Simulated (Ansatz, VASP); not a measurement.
## Two plane-wave programs on HC4

File INCAR:

```
SYSTEM = HC4
PREC = Accurate ; ENCUT = 520
EDIFF = 1E-6 ; ISMEAR = 0
SIGMA = 0.1 ; LREAL = .False.
LASPH = .True. ; NELM = 100
ALGO = Normal ; ISIF = 2
LWAVE = .False. ; LCHARG = .True.
LDIPOL = .True. ; IDIPOL = 3
DIPOL = 0.5 0.5 0.241 ; GGA = PE
IVDW = 12 ; LELF = .True.
LVHAR = .True. ; LVACPOTAV = .True.
NBANDS = 28
```

The input KPOINTS:

```
regular mesh
0
Gamma
  6 6 1
  0 0 0
```

File POSCAR:

```
HC4
1.0
    4.9313048818      0.0000000000      0.0000000000
   -2.4656524409      4.2706353015      0.0000000000
    0.0000000000      0.0000000000     18.0000331943
C H
8 2
Direct
    0.3333333333      0.1666666667      0.2222236565
    0.3333333333      0.6666666667      0.2222236565
    0.8333333333      0.1666666667      0.2222236565
    0.8333333333      0.6666666667      0.2222236565
    0.1666666667      0.3333333333      0.2222218124
    0.1666666667      0.8333333333      0.2222218124
    0.6666666667      0.3333333333      0.2222218124
    0.6666666667      0.8333333333      0.2222218124
    0.6624837469      0.3375162531      0.3183345904
    0.8375162531      0.1624837469      0.3183345904
```

Input for Ansatz:

```yaml
crystal:
  lattice:
    - [4.9313048818, 0.0, 0.0]
    - [-2.4656524409, 4.2706353015, 0.0]
    - [0.0, 0.0, 18.0000331943]
  atoms:
    - { symbol: C, position: [0.3333333333, 0.1666666667, 0.2222236565] }
    - { symbol: C, position: [0.3333333333, 0.6666666667, 0.2222236565] }
    - { symbol: C, position: [0.8333333333, 0.1666666667, 0.2222236565] }
    - { symbol: C, position: [0.8333333333, 0.6666666667, 0.2222236565] }
    - { symbol: C, position: [0.1666666667, 0.3333333333, 0.2222218124] }
    - { symbol: C, position: [0.1666666667, 0.8333333333, 0.2222218124] }
    - { symbol: C, position: [0.6666666667, 0.3333333333, 0.2222218124] }
    - { symbol: C, position: [0.6666666667, 0.8333333333, 0.2222218124] }
    - { symbol: H, position: [0.6624837469, 0.3375162531, 0.3183345904] }
    - { symbol: H, position: [0.8375162531, 0.1624837469, 0.3183345904] }
basis:
  ecutwfc: 420
kpoints:
  mp_grid: { grid: [6, 6, 1] }
hamiltonian:
  xc: pbe
  pseudopotentials: { kind: paw, azcp: { folder: soft_1 } }
  dispersion: d3bj
scf:
  occupations: { method: gaussian, width: 0.1 }
output:
  forces: true
  eigenvalues: true
  write_density: true
  write_potential: true
  elf: true
  volumetric_format: npy
efield:
  axis: 3
  dipole_correction: true
  ramp_width: 0.04
```

Alike in both runs: task single point; functional PBE; dispersion D3(BJ); k mesh 6 × 6 × 1; occupations gaussian, width 0.1 eV; no spin polarisation.

```csv
,VASP,Ansatz
version,VASP 6.6.1,Ansatz 0.2.0
potentials or method,"VASP PAW PBE potentials, release 64 (C, H), cutoff 520 eV","scalar-relativistic, plane waves, PAW"
valence electrons in the cell,34,34
```

|  | VASP | Ansatz | Ansatz less VASP |
| --- | --- | --- | --- |
| gap on the k mesh at the Fermi level (eV) | 0.44 | 0.44 | +0.001 |
| least direct gap on the mesh (eV) | 0.44 | 0.44 | +0.001 |
| rms of the force components (eV/Å) | 0.981 | 0.981 | -0.0003 |

Atom by atom the forces differ by 0.001 eV/Å (rms over components). Ansatz's warnings: structure snapped to symmetry, xc potential rough in thin density.
